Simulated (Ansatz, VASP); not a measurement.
One calculation of AlGa3N4, two programs

Contents of INCAR:

```
ALGO = Normal ; EDIFF = 1E-6
ENCUT = 910 ; GGA = CA
GGA_COMPAT = False ; ISIF = 2
ISMEAR = 0 ; LASPH = True
LCHARG = True ; LELF = True
LREAL = False ; LVHAR = True
LWAVE = False ; NBANDS = 41
NELM = 120 ; PREC = Accurate
SIGMA = 0.1
```

Contents of KPOINTS:

```
k-points
0
Gamma
  4 4 4
```

POSCAR

```
AlGa3N4
1.0
    4.4716853600      0.0000000000      0.0000000000
    0.0000000000      4.4716853600      0.0000000000
    0.0000000000      0.0000000000      4.4716853600
Al Ga N
1 3 4
Direct
    0.0000000000      0.0000000000      0.0000000000
    0.5000000000      0.5000000000      0.0000000000
    0.5000000000      0.0000000000      0.5000000000
    0.0000000000      0.5000000000      0.5000000000
    0.7557144200      0.7557144200      0.2442855800
    0.7557144200      0.2442855800      0.7557144200
    0.2442855800      0.7557144200      0.7557144200
    0.2442855800      0.2442855800      0.2442855800
```

Input for Ansatz:

```yaml
crystal:
  lattice:
    - [4.47168536, 0.0, 0.0]
    - [0.0, 4.47168536, 0.0]
    - [0.0, 0.0, 4.47168536]
  atoms:
    - { symbol: Al, position: [0.0, 0.0, 0.0] }
    - { symbol: Ga, position: [0.5, 0.5, 0.0] }
    - { symbol: Ga, position: [0.5, 0.0, 0.5] }
    - { symbol: Ga, position: [0.0, 0.5, 0.5] }
    - { symbol: "N", position: [0.75571442, 0.75571442, 0.24428558] }
    - { symbol: "N", position: [0.75571442, 0.24428558, 0.75571442] }
    - { symbol: "N", position: [0.24428558, 0.75571442, 0.75571442] }
    - { symbol: "N", position: [0.24428558, 0.24428558, 0.24428558] }
basis:
  ecutwfc: 420
kpoints:
  mp_grid: { grid: [4, 4, 4] }
hamiltonian:
  xc: lda
scf:
  occupations: { method: gaussian, width: 0.1 }
output:
  forces: true
  stress: true
  eigenvalues: true
```

Alike in both runs: task single point; functional LDA; k mesh 4 × 4 × 4; occupations gaussian, width 0.1 eV; no spin polarisation.

|  | VASP | Ansatz |
| --- | --- | --- |
| version | VASP 6.6.1 | Ansatz 0.2.0 |
| potentials or method | VASP PAW LDA potentials, release 64 (Al, Ga_d, N_h), cutoff 910 eV | scalar-relativistic, plane waves, PAW |
| valence electrons in the cell | 62 | 62 |

```csv
,VASP,Ansatz,Ansatz less VASP
gap on the k mesh at the Fermi level (eV),2.36,2.35,-0.017
least direct gap on the mesh (eV),2.36,2.35,-0.017
rms of the force components (eV/Å),0.060,0.071,+0.0105
```

LDA's correlation is that of Perdew and Zunger in VASP and of Perdew and Wang (1992) in Ansatz. Atom by atom the forces differ by 0.011 eV/Å (rms over components).

Noted on VASP's run: the cutoff is short for stress, so the pressure is rough.
